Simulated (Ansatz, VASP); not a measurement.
Ru in VASP and in Ansatz

```
CELL_PARAMETERS angstrom
2.72074 0.00000 0.00000
-1.36037 2.35623 0.00000
0.00000 0.00000 4.29606
ATOMIC_POSITIONS crystal
Ru 0.33333 0.66667 0.25000
Ru 0.66667 0.33333 0.75000
```

Alike in both runs: functional PBE; k mesh 18 × 18 × 10; occupations fermi-dirac, width 0.08 eV; no spin polarisation.

Ansatz relaxed the structure, and its values are those at the end. VASP's run is a single point on that final structure, the one shown.

|  | VASP | Ansatz |
| --- | --- | --- |
| version | VASP 6.6.1 | Ansatz 0.2.0 |
| potentials or method | VASP PAW PBE potentials, release 64 (Ru_pv) | PAW with Ansatz's default frozen-core files, scalar-relativistic |
| plane-wave cutoff (eV) | 520 | 420 |
| valence electrons in the cell | 28 | 32 |

```csv
,VASP,Ansatz,Ansatz less VASP
pressure (GPa),-0.1,0.0,+0.10
```

VASP's potentials hold 28 valence electrons a cell and Ansatz's 32, so a difference there can come from the potentials and not from the codes.
